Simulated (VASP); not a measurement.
Write the native input for VASP 6.6.1 that does the following.

```
Task                   : relaxation of cell and atoms
Functional             : PBE
Potentials or basis    : VASP PAW PBE potentials, release 64 (Si, Ni)
Cutoff                 : 600 eV
k mesh                 : 14 × 12 × 10
Occupations            : fermi-dirac, width 0.15 eV
Spin                   : no spin polarisation
Target pressure        : 25 GPa
Dipole correction      : no
Further INCAR settings : ALGO = Normal; EDIFF = 1e-07; IBRION = 2; EDIFFG = -0.001; NSW = 80; ISIF = 3
```

The structure of SiNi lies in POSCAR:

```
SiNi
1.0
    2.9385103467      0.0000000000      0.0000000000
    0.0000000000      3.2645681630      0.0000000000
    0.0000000000      0.0000000000      4.6758722390
Si Ni
2 2
Direct
    0.5000000000      0.5000000000      0.8441084403
    0.0000000000      0.0000000000      0.1558915597
    0.5000000000      0.5000000000      0.3434778267
    0.0000000000      0.0000000000      0.6565221733
```

The input as run:

INCAR

```
ALGO = Normal
EDIFF = 1E-7
EDIFFG = -0.001
ENCUT = 600
GGA = PE
GGA_COMPAT = F
IBRION = 2
ISIF = 3
ISMEAR = -1
LASPH = T
LCHARG = F
LREAL = F
LWAVE = F
NELM = 120
NELMIN = 4
NSW = 80
PREC = Accurate
PSTRESS = 250.0
SIGMA = 0.15
```

KPOINTS

```
k-points
0
Gamma
  14 12 10
```

Potentials or basis: VASP PAW PBE potentials, release 64 (Si, Ni).

Launch:

```sh
$ cat potpaw_PBE.64/Si/POTCAR potpaw_PBE.64/Ni/POTCAR > POTCAR
$ mpirun -np 1 vasp_std > vasp.out
```

It gave:

- Relaxed volume: 10.41 Å³/atom
- Relaxed cell: a = 2.780 Å, b = 3.251 Å, c = 4.610 Å, α = 90.00°, β = 90.00°, γ = 90.00°
- Space group after relaxing (to 0.1 Å): Pmmn (No. 59)
- Energy change on relaxing (the run minimises the enthalpy): +79.0 meV/atom
- Ionic steps: 34
- Pressure after relaxing: 25.0 GPa
- Band gap on the k mesh: zero (bands 14 and 15 overlap by 1.95 eV)

Caveat: the cell is relaxed towards a set pressure, so the run minimises the enthalpy, not the energy.

Wall time 58 min on 1 thread of Intel(R) Xeon(R) 6975P-C (Granite Rapids) (shared host), peak memory 0.45 GiB.
